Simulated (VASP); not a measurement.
# Pt: single point with r2SCAN

Pt:

```xyz
1
Lattice="-1.5822 1.5850 1.5847 1.6029 -1.5798 1.6002 1.5675 1.5651 -1.5795" Properties=species:S:1:pos:R:3 pbc="T T T"
Pt    0.0000    0.0000    0.0000
```

* Program: VASP 6.6.1
* Task: single point
* Functional: r2SCAN
* Potentials or basis: VASP PAW PBE potentials, release 64 (Pt)
* Cutoff: 520 eV
* k mesh: 9 × 8 × 9
* Occupations: fermi-dirac, width 0.1 eV
* Spin: no spin polarisation
* Dipole correction: no
* Further INCAR settings: ALGO = Normal; EDIFF = 1e-06; NBANDS = 11

```json
{"Pressure": "-5.6 GPa", "Band gap on the k mesh": "zero (band 5 reaches 10.79 eV, above the bottom of band 6 at 8.73 eV)"}
```

Stress tensor (GPa, compression positive):
```
-5.91  1.32 -0.88
 1.32 -5.73 -0.59
-0.88 -0.59 -5.30
```

Levels at points of the mesh, in eV from the Fermi level:
| k point | band 3 | band 4 | band 5 | band 6 | band 7 | band 8 |
| --- | --- | --- | --- | --- | --- | --- |
| (0.00, 0.00, 0.00) | -3.52 | -3.41 | -1.10 | -1.00 | 17.93 | 18.18 |
| (0.00, 0.50, 0.00) | -1.23 | -0.71 | 0.39 | 1.06 | 6.38 | 14.26 |

It took 110 s on 1 thread of Intel(R) Xeon(R) Platinum 8488C (Sapphire Rapids) (shared host), peak memory 0.18 GiB.

Caveat: the PAW data sets were made with another functional, which shifts forces and pressure a little; spin-orbit coupling is left out, which moves the levels of the heavy elements.
